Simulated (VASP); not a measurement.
# LiH: single point with PBEsol

The system is LiH.

```xyz
24
Lattice="0.0000 4.0177 4.0177 4.0177 0.0000 4.0177 6.0266 6.0266 0.0000" Properties=species:S:1:pos:R:3 pbc="T T T"
Li    0.1342    0.0348   -0.1124
Li    2.0078    2.0113   -0.0079
Li    3.9800    4.0049   -0.0107
Li    1.9943   -0.0345    1.8366
Li    3.9782    2.0781    2.0377
Li    6.0509    4.0312    2.1016
Li   -0.0176    1.9492    2.1385
Li    1.9546    3.8528    2.0777
Li    3.9445    6.0273    1.8944
Li    2.0862    2.1064    3.9659
Li    3.9908    4.0969    4.1081
Li    6.1389    6.0580    4.0202
H     1.9516    2.1225    2.0245
H     4.1515    4.0080    2.0029
H     5.8554    6.1008    1.9558
H     3.9633    2.0278    4.0656
H     5.9567    3.9807    4.0095
H     7.9787    5.9759    4.0628
H     2.1997    4.1361    3.9454
H     3.9437    6.1075    4.1039
H     6.1106    8.1367    4.1233
H     3.9050    4.0568    6.1807
H     5.9708    5.9746    5.8076
H     8.1417    8.1055    5.7994
```

```
Program                : VASP 6.6.1
Task                   : single point
Functional             : PBEsol
Potentials or basis    : VASP PAW PBE potentials, release 64 (Li_sv, H)
Cutoff                 : 520 eV
k mesh                 : 4 × 4 × 2
Occupations            : fermi-dirac, width 0.039 eV
Spin                   : no spin polarisation
Dipole correction      : no
Further INCAR settings : LREAL = Auto; ALGO = Normal; EDIFF = 1e-06; NBANDS = 42
```

```json
{
 "Largest force": "0.966 eV/Å",
 "Band gap on the k mesh": "2.66 eV"
}
```

Forces in eV/Å, atoms in the order of the input:
```
Li  -0.574  0.014  0.565
Li  -0.054  0.208 -0.054
Li   0.188  0.090  0.186
Li   0.022  0.099  0.541
Li   0.234 -0.057 -0.085
Li  -0.156  0.050 -0.415
Li  -0.081  0.137 -0.321
Li   0.173  0.847 -0.433
Li   0.186 -0.089  0.185
Li  -0.103 -0.439  0.140
Li   0.411 -0.048 -0.197
Li  -0.394 -0.026 -0.112
H    0.051 -0.476 -0.032
H   -0.405  0.055  0.070
H    0.526 -0.126  0.148
H    0.277  0.028 -0.153
H    0.178  0.055  0.042
H    0.120  0.098 -0.367
H   -0.574 -0.196  0.105
H    0.023 -0.117 -0.228
H   -0.059 -0.124 -0.330
H    0.229 -0.015 -0.508
H    0.101  0.089  0.669
H   -0.318 -0.056  0.584
```

Levels at points of the mesh, in eV from the valence-band top:
| k point | band 22 | band 23 | band 24 | band 25 | band 26 | band 27 |
| --- | --- | --- | --- | --- | --- | --- |
| (0.00, 0.00, 0.00) | -1.12 | -1.04 | 0.00 | 2.66 | 4.13 | 4.22 |
| (0.50, 0.00, 0.00) | -1.64 | -0.66 | -0.40 | 4.33 | 4.57 | 4.99 |
| (0.00, 0.50, 0.00) | -1.60 | -0.64 | -0.46 | 4.34 | 4.55 | 4.83 |
| (0.50, 0.50, 0.00) | -1.16 | -1.09 | -1.01 | 4.23 | 4.40 | 4.51 |
| (0.00, 0.00, 0.50) | -1.05 | -0.09 | -0.04 | 2.66 | 2.68 | 4.22 |
| (0.50, 0.00, 0.50) | -1.69 | -0.63 | -0.41 | 4.36 | 4.50 | 4.88 |
| (0.00, 0.50, 0.50) | -1.63 | -0.64 | -0.42 | 4.19 | 4.54 | 4.82 |
| (0.50, 0.50, 0.50) | -2.15 | -0.28 | -0.27 | 4.77 | 4.80 | 4.89 |

It took 6.7 min on 1 thread of Oxide Virtual Turin-like Processor (shared host), peak memory 0.31 GiB.

Caveat: the k points lie up to 0.45 Å⁻¹ apart; the atoms stand as in a frame of molecular dynamics; the PAW data sets were made with another functional, which shifts forces and pressure a little. A k mesh can miss the band edges.
